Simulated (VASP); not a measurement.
# I in VASP: a series of runs, part 2 of 2

VASP 6.6.1. Earlier steps stand in the parts before.

## 5. Single point, r2SCAN

The input, POSCAR:

```
I
1.0
   -1.6174560000      1.6174560000      4.2648080000
    1.6174560000     -1.6174560000      4.2648080000
    1.6174560000      1.6174560000     -4.2648080000
I
1
Direct
    0.0000000000      0.0000000000      0.0000000000
```

The input, INCAR.step1:

```
SYSTEM = I
PREC = Accurate
ENCUT = 520
ISMEAR = 1
SIGMA = 0.05
LREAL = .FALSE.
LASPH = .TRUE.
NELM = 60
NBANDS = 10
GGA = PE
ALGO = Normal
EDIFF = 1E-4
LWAVE = .TRUE.
LCHARG = .FALSE.
```

The input, INCAR.step2:

```
SYSTEM = I
PREC = Accurate
ENCUT = 520
EDIFF = 1E-7
ISMEAR = 1
SIGMA = 0.05
LREAL = .FALSE.
LASPH = .TRUE.
NELM = 60
ALGO = Normal
ISIF = 2
LWAVE = .FALSE.
LCHARG = .FALSE.
METAGGA = R2SCAN
LMIXTAU = .TRUE.
NBANDS = 10
ISTART = 1
```

The input, KPOINTS:

```
Automatic mesh
0
G
  10 10 10
  0 0 0
```

Potentials or basis: VASP PAW PBE potentials, release 64 (I).

Started as:

```console
$ cat potpaw_PBE.64/I/POTCAR > POTCAR
$ cp INCAR.step1 INCAR
$ mpirun -np 1 vasp_std > vasp.out
$ cp INCAR.step2 INCAR
$ mpirun -np 1 vasp_std > vasp.out
```

OUTCAR:

```text
SYSTEM = I
   PREC = Accurate
   ENCUT = 520
   EDIFF = 1E-7
   ISMEAR = 1
   LREAL = .FALSE.
   LASPH = .TRUE.
   NELM = 60
   ISIF = 2
   METAGGA = R2SCAN
   ISTART = 1

 ion  position               nearest neighbor table
   1  0.000  0.000  0.000-

  LATTYP: Found a body centered tetragonal cell.
 ALAT       =     3.2349120000
 C/A-ratio  =     2.6367381864

  Lattice vectors:

 A1 = (  -1.6174560000,   1.6174560000,   4.2648080000)
 A2 = (   1.6174560000,  -1.6174560000,   4.2648080000)
 A3 = (   1.6174560000,   1.6174560000,  -4.2648080000)

Analysis of symmetry for initial positions (statically):
=====================================================================
 Subroutine PRICEL returns:
 Original cell was already a primitive cell.

 Routine SETGRP: Setting up the symmetry group for a
 body centered tetragonal supercell.

 Subroutine GETGRP returns: Found 16 space group operations
 (whereof 16 operations were pure point group operations)
 out of a pool of 16 trial point group operations.

The static configuration has the point symmetry D_4h.

Analysis of symmetry for dynamics (positions and initial velocities):
=====================================================================
 Subroutine PRICEL returns:
 Original cell was already a primitive cell.

 Routine SETGRP: Setting up the symmetry group for a
 body centered tetragonal supercell.

 Subroutine GETGRP returns: Found 16 space group operations
 (whereof 16 operations were pure point group operations)
 out of a pool of 16 trial point group operations.

The dynamic configuration has the point symmetry D_4h.

 Subroutine INISYM returns: Found 16 space group operations
 (whereof 16 operations are pure point group operations),
 and found     1 'primitive' translations

----------------------------------------------------------------------------------------

                                     Primitive cell

  volume of cell :      44.6297

  direct lattice vectors                    reciprocal lattice vectors
    -1.617456000  1.617456000  4.264808000     0.000000000  0.309127420  0.117238572
     1.617456000 -1.617456000  4.264808000     0.309127420  0.000000000  0.117238572
     1.617456000  1.617456000 -4.264808000     0.309127420  0.309127420  0.000000000

  length of vectors
     4.839515999  4.839515999  4.839515999     0.330612529  0.330612529  0.437172190

  position of ions in fractional coordinates (direct lattice)
     0.000000000  0.000000000  0.000000000

  ion indices of the primitive-cell ions
   primitive index   ion index
                 1           1

----------------------------------------------------------------------------------------

 KPOINTS: Automatic mesh

Automatic generation of k-mesh.
 Grid dimensions read from file:
 generate k-points for:   10   10   10

 Generating k-lattice:

  Cartesian coordinates                     Fractional coordinates (reciprocal lattice)
     0.000000000  0.030912742  0.011723857     0.100000000  0.000000000  0.000000000
     0.030912742  0.000000000  0.011723857     0.000000000  0.100000000  0.000000000
     0.030912742  0.030912742  0.000000000     0.000000000  0.000000000  0.100000000

  Length of vectors
     0.033061253  0.033061253  0.043717219

  Shift w.r.t. Gamma in fractional coordinates (k-lattice)
     0.000000000  0.000000000  0.000000000

 Subroutine IBZKPT returns following result:
 ===========================================

 Found    102 irreducible k-points:

 Following reciprocal coordinates:
            Coordinates               Weight
  0.000000  0.000000  0.000000      1.000000
  0.100000 -0.000000  0.000000      8.000000
  0.200000 -0.000000  0.000000      8.000000
  0.300000 -0.000000  0.000000      8.000000
  0.400000 -0.000000  0.000000      8.000000
  0.500000 -0.000000  0.000000      4.000000
[... 16 lines left out ...]
  0.300000  0.300000  0.000000      8.000000
  0.400000  0.300000  0.000000     16.000000
 [... further k-points ...]
   k-points           NKPTS =    102   k-points in BZ     NKDIM =    102   number of bands    NBANDS=     10
   number of dos      NEDOS =    301   number of ions     NIONS =      1
   total plane-waves  NPLWV =  46656
   dimension x,y,z NGX =    36 NGY =   36 NGZ =   36
   dimension x,y,z NGXF=    72 NGYF=   72 NGZF=   72
   ions per type =               1
   NGX,Y,Z   is equivalent  to a cutoff of  12.37, 12.37, 12.37 a.u.
   NGXF,Y,Z  is equivalent  to a cutoff of  24.73, 24.73, 24.73 a.u.
 SYSTEM =  I
   PREC   = accura    normal or accurate (medium, high low for compatibility)
   ISTART =      1    job   : 0-new  1-cont  2-samecut
   ICHARG =      0    charge: 1-file 2-atom 10-const
   ISPIN  =      1    spin polarized calculation?
   LNONCOLLINEAR =      F non collinear calculations
   LSORBIT =      F    spin-orbit coupling
   LASPH  =      T    aspherical Exc in radial PAW
   ENCUT  =  520.0 eV  38.22 Ry    6.18 a.u.   9.00  9.00  9.00*2*pi/ulx,y,z
   NELM   =     60;   NELMIN=  2; NELMDL=  0     # of ELM steps
   EDIFF  = 0.1E-06   stopping-criterion for ELM
   LREAL  =      F    real-space projection
   EDIFFG = 0.1E-05   stopping-criterion for IOM
   NSW    =      0    number of steps for IOM
   IBRION =     -1    ionic relax: 0-MD 1-quasi-New 2-CG
   NFREE  =      0    steps in history (QN), initial steepest desc. (CG)
   ISIF   =      2    stress and relaxation
   ISYM   =      2    0-nonsym 1-usesym 2-fastsym
   POTIM  = 0.5000    time-step for ionic-motion
   TEBEG  =    0.0;   TEEND  =   0.0 temperature during run
   PSTRESS=    0.0 pullay stress
   NELECT =       7.0000    total number of electrons
   NUPDOWN=      -1.0000    fix difference up-down
   EMIN   =  10.00;   EMAX   =-10.00  energy-range for DOS
   EFERMI =   0.00;   METHOD = LEGACY
   ISMEAR =     1;   SIGMA  =   0.05  broadening in eV -4-tet -1-fermi 0-gaus
   EFERMI_NEDOS =   21; number of points for ismear=-14 and -15
   IALGO  =     38    algorithm
   IMIX   =      4    mixing-type and parameters
     AMIX     =   0.40;   BMIX     =  1.00
     AMIX_MAG =   1.60;   BMIX_MAG =  1.00
  volume/ion in A,a.u.               =      44.63       301.18
  Fermi-wavevector in a.u.,A,eV,Ry     =   0.882875  1.668392 10.605317  0.779469
  Thomas-Fermi vector in A             =   2.003566
   LORBIT       =      0    0 simple, 1 ext, 2 COOP (PROOUT), +10 PAW based schemes
   METAGGA = R2SCAN    functional components
   LHFCALC =     F    Hartree Fock is set to
   AEXX    =    0.0000 exact exchange contribution
   IVDW    =     0    specifies the selected vdW correction
   LEPSILON=     F    determine dielectric tensor
   LRPA    =     F    only Hartree local field effects (RPA)
 non-spin polarized calculation
 Methfessel and Paxton  Order N= 1 SIGMA  =   0.05
  energy-cutoff  :      520.00
  volume of cell :       44.63
 maximum number of plane-waves:      1222
   NGX = 17   NGY = 17   NGZ = 17

 number of electron       6.9999999 magnetization

 Free energy of the ion-electron system (eV)
  ---------------------------------------------------
  ext. energy  EPLUGINS =         0.00000000
  ---------------------------------------------------
  free energy    TOTEN  =       -24.40287056 eV

  energy without entropy =      -24.40279526  energy(sigma->0) =      -24.40284546

 E-fermi :   2.4636     XC(G=0):  -8.1725

 val. band max:        2.4531490529   @ k =  -0.1000   0.1000   0.0000
 cond. band min:       2.4758814945   @ k =  -0.2000  -0.2000   0.1000
 fundamental gap:      0.0227324417
 Fermi energy:         2.4636038950

 k-point     1 :       0.0000    0.0000    0.0000
  band No.  band energies     occupation
      1     -11.8484      2.00000
      2      -0.0284      2.00000
      3       3.3195     -0.00000
      4       3.3195     -0.00000
      5       7.0340      0.00000
      6      10.2028      0.00000
      7      11.1301      0.00000
      8      15.5801      0.00000
      9      15.5801      0.00000
     10      15.6666      0.00000

 k-point     2 :       0.1000   -0.0000    0.0000
  band No.  band energies     occupation
      1     -11.7412      2.00000
      2       0.0112      2.00000
      3       2.3870      2.05242
      4       3.3992     -0.00000
      5       7.2895      0.00000
      6      10.6163      0.00000
      7      11.9770      0.00000
      8      13.3660      0.00000
      9      15.7316      0.00000
     10      16.4046      0.00000
[... 274 lines left out ...]
 k-point    24 :       0.4000    0.3000    0.0000
  band No.  band energies     occupation
      1      -9.7288      2.00000
      2      -1.7203      2.00000
      3      -0.1272      2.00000
      4       1.0003      2.00000
      5       8.8500      0.00000
      6       9.3486      0.00000
      7      12.0492      0.00000
      8      14.1814      0.00000
      9      15.7566      0.00000
     10      16.7220      0.00000

 [... further k-points ...]
[... 5 lines left out ...]
  --------------------------------------------------------------------------------------
  -------------------------------------------------------------------------------------
  Total       -0.0897877     -0.0897877     -0.1679465      0.0000000      0.0000000      0.0000000
  in kB       -3.2233175     -3.2233175     -6.0291625      0.0000000      0.0000000      0.0000000
  external PRESSURE =      -4.1585992 kB  Pullay stress =       0.0000000 kB

 VOLUME and BASIS-vectors are now :
 -----------------------------------------------------------------------------
  energy-cutoff  :      520.00
  volume of cell :       44.63
      direct lattice vectors                 reciprocal lattice vectors
    -1.617456000  1.617456000  4.264808000     0.000000000  0.309127420  0.117238572
     1.617456000 -1.617456000  4.264808000     0.309127420  0.000000000  0.117238572
     1.617456000  1.617456000 -4.264808000     0.309127420  0.309127420  0.000000000

 POSITION                                       TOTAL-FORCE (eV/Angst)
 -----------------------------------------------------------------------------------
      0.00000      0.00000      0.00000        -0.000000     -0.000000      0.000000
 -----------------------------------------------------------------------------------
    total drift:                               -0.000000      0.000000      0.000000

  FREE ENERGIE OF THE ION-ELECTRON SYSTEM (eV)
  ---------------------------------------------------
  free  energy   TOTEN  =       -24.4028705626 eV

  energy  without entropy=      -24.4027952634  energy(sigma->0) =      -24.40284546
```

Wall time 1.9 min (1 thread of Intel Xeon 6975P-C (Granite Rapids), shared host); peak memory 0.23 GiB.

What came out:

- Free energy: -24.4029 eV
- Pressure: -0.4 GPa

Caveat: the PAW data sets were made with another functional, which shifts forces and pressure a little; spin-orbit coupling is left out, which moves the levels of the heavy elements; an odd number of electrons without spin polarisation forces a metal; a magnetic or distorted state may lie lower.

## 6. Single point, r2SCAN

POSCAR is that of step 5.

The input, INCAR.step1:

```
PREC = Accurate
ENCUT = 520
ISMEAR = 1
SIGMA = 0.05
LREAL = False
LASPH = True
NELM = 80
NBANDS = 10
GGA = PE
ALGO = Normal
EDIFF = 1E-4
LWAVE = True
LCHARG = False
```

The input, INCAR.step2:

```
PREC = Accurate
ENCUT = 520
EDIFF = 1E-6
ISMEAR = 1
SIGMA = 0.05
LREAL = False
LASPH = True
NELM = 80
ALGO = Normal
ISIF = 2
LWAVE = False
LCHARG = False
METAGGA = R2SCAN
LMIXTAU = True
NBANDS = 10
ISTART = 1
```

The input, KPOINTS:

```
regular mesh
0
Gamma
  10 10 10
```

Potentials or basis: VASP PAW PBE potentials, release 64 (I).

Started as:

```console
$ cat potpaw_PBE.64/I/POTCAR > POTCAR
$ cp INCAR.step1 INCAR
$ mpirun -np 1 vasp_std > vasp.out
$ cp INCAR.step2 INCAR
$ mpirun -np 1 vasp_std > vasp.out
```

OUTCAR:

```text
PREC = Accurate
   ENCUT = 520
   EDIFF = 1E-6
   ISMEAR = 1
   LREAL = False
   LASPH = True
   NELM = 80
   ISIF = 2
   METAGGA = R2SCAN
   ISTART = 1

 ion  position               nearest neighbor table
   1  0.000  0.000  0.000-

  LATTYP: Found a body centered tetragonal cell.
 ALAT       =     3.2349120000
 C/A-ratio  =     2.6367381864

  Lattice vectors:

 A1 = (  -1.6174560000,   1.6174560000,   4.2648080000)
 A2 = (   1.6174560000,  -1.6174560000,   4.2648080000)
 A3 = (   1.6174560000,   1.6174560000,  -4.2648080000)

Analysis of symmetry for initial positions (statically):
=====================================================================
 Subroutine PRICEL returns:
 Original cell was already a primitive cell.

 Routine SETGRP: Setting up the symmetry group for a
 body centered tetragonal supercell.

 Subroutine GETGRP returns: Found 16 space group operations
 (whereof 16 operations were pure point group operations)
 out of a pool of 16 trial point group operations.

The static configuration has the point symmetry D_4h.

Analysis of symmetry for dynamics (positions and initial velocities):
[... 155 lines left out ...]
  energy without entropy =      -24.40279526  energy(sigma->0) =      -24.40284546

 E-fermi :   2.4636     XC(G=0):  -8.1725

 val. band max:        2.4531535790   @ k =  -0.1000   0.1000   0.0000
 cond. band min:       2.4758856058   @ k =  -0.2000  -0.2000   0.1000
 fundamental gap:      0.0227320268
 Fermi energy:         2.4636081348

 k-point     1 :       0.0000    0.0000    0.0000
  band No.  band energies     occupation
      1     -11.8484      2.00000
      2      -0.0284      2.00000
      3       3.3195     -0.00000
      4       3.3195     -0.00000
      5       7.0340      0.00000
      6      10.2028      0.00000
      7      11.1301      0.00000
      8      15.5801      0.00000
      9      15.5801      0.00000
     10      15.6667      0.00000
[... 287 lines left out ...]
 k-point    24 :       0.4000    0.3000    0.0000
  band No.  band energies     occupation
      1      -9.7288      2.00000
      2      -1.7203      2.00000
      3      -0.1272      2.00000
      4       1.0003      2.00000
      5       8.8500      0.00000
      6       9.3487      0.00000
      7      12.0492      0.00000
      8      14.1814      0.00000
      9      15.7567      0.00000
     10      16.7220      0.00000

 [... further k-points ...]
[... 5 lines left out ...]
  --------------------------------------------------------------------------------------
  -------------------------------------------------------------------------------------
  Total       -0.0898631     -0.0898631     -0.1681308      0.0000000      0.0000000      0.0000000
  in kB       -3.2260226     -3.2260226     -6.0357819      0.0000000      0.0000000      0.0000000
  external PRESSURE =      -4.1626090 kB  Pullay stress =       0.0000000 kB

 VOLUME and BASIS-vectors are now :
 -----------------------------------------------------------------------------
  energy-cutoff  :      520.00
  volume of cell :       44.63
      direct lattice vectors                 reciprocal lattice vectors
    -1.617456000  1.617456000  4.264808000     0.000000000  0.309127420  0.117238572
     1.617456000 -1.617456000  4.264808000     0.309127420  0.000000000  0.117238572
     1.617456000  1.617456000 -4.264808000     0.309127420  0.309127420  0.000000000

 POSITION                                       TOTAL-FORCE (eV/Angst)
 -----------------------------------------------------------------------------------
      0.00000      0.00000      0.00000         0.000000     -0.000000     -0.000000
 -----------------------------------------------------------------------------------
    total drift:                               -0.000000      0.000000      0.000000

  FREE ENERGIE OF THE ION-ELECTRON SYSTEM (eV)
  ---------------------------------------------------
  free  energy   TOTEN  =       -24.4028705572 eV

  energy  without entropy=      -24.4027952596  energy(sigma->0) =      -24.40284546
```

OSZICAR.step1:

```text
N       E                     dE             d eps       ncg     rms          rms(c)
DAV:   1     0.210987921330E+02    0.21099E+02   -0.23119E+03  2040   0.479E+02
DAV:   2    -0.432587682682E+00   -0.21531E+02   -0.20785E+02  2674   0.814E+01
DAV:   3    -0.142972574361E+01   -0.99714E+00   -0.99043E+00  2492   0.180E+01
DAV:   4    -0.144075216895E+01   -0.11026E-01   -0.11024E-01  2606   0.234E+00
DAV:   5    -0.144092266123E+01   -0.17049E-03   -0.17049E-03  2580   0.272E-01    0.477E+00
DAV:   6    -0.141996372721E+01    0.20959E-01   -0.17523E-02  2264   0.614E-01    0.295E+00
DAV:   7    -0.141176574296E+01    0.81980E-02   -0.36611E-02  2226   0.914E-01    0.122E-01
DAV:   8    -0.141171463601E+01    0.51107E-04   -0.15468E-03  2238   0.239E-01    0.245E-02
DAV:   9    -0.141172063055E+01   -0.59945E-05   -0.18940E-05  1578   0.343E-02
   1 F= -.14117206E+01 E0= -.14116483E+01  d E =-.217107E-03
```

It took 95 s on 1 thread of Intel Xeon 6975P-C (Granite Rapids), shared host; peak memory 0.23 GiB.

What came out:

* Free energy: -24.4029 eV
* Pressure: -0.4 GPa

Levels at points of the mesh, in eV from the Fermi level:
```csv
k point,band 1,band 2,band 3,band 4,band 5,band 6
"(0.00, 0.00, 0.00)",-14.31,-2.49,0.86,0.86,4.57,7.74
"(0.50, 0.00, 0.00)",-12.85,-5.37,-1.89,1.82,5.22,9.91
"(0.50, 0.50, 0.00)",-11.42,-4.22,-4.06,-0.69,4.38,6.89
"(0.50, 0.50, 0.50)",-14.18,-3.91,0.74,0.74,7.44,8.08
```

Caveat: the PAW data sets were made with another functional, which shifts forces and pressure a little; spin-orbit coupling is left out, which moves the levels of the heavy elements; an odd number of electrons without spin polarisation forces a metal; a magnetic or distorted state may lie lower.

## 7. Overview

| level | cell | k mesh | smearing | gap on the mesh (eV) | pressure (GPa) |
| --- | --- | --- | --- | --- | --- |
| PBEsol | a = 4.811, b = 4.879, c = 4.793 Å, angles 140.9, 140.6, 57.1°, 1 atom | 6 × 6 × 8 | gaussian 0.1 eV | none | -1.5 |
| r2SCAN | a = 4.840 Å, angles 140.9, 140.9, 56.4°, 1 atom | 10 × 10 × 10 | methfessel-paxton 0.1 eV | none | -0.4 |
| r2SCAN | a = 4.840 Å, angles 140.9, 140.9, 56.4°, 1 atom | 10 × 10 × 10 | methfessel-paxton 0.05 eV | none | -0.4 |

Alike in all rows: task single point; potentials or basis VASP PAW PBE potentials, release 64 (I); no spin polarisation; cutoff (eV) 520.

Caveats: the PAW data sets were made with another functional, which shifts forces and pressure a little; spin-orbit coupling is left out, which moves the levels of the heavy elements; an odd number of electrons without spin polarisation forces a metal; a magnetic or distorted state may lie lower.

Total energies depend on the potentials used, so only differences within one code and one set of settings carry meaning.
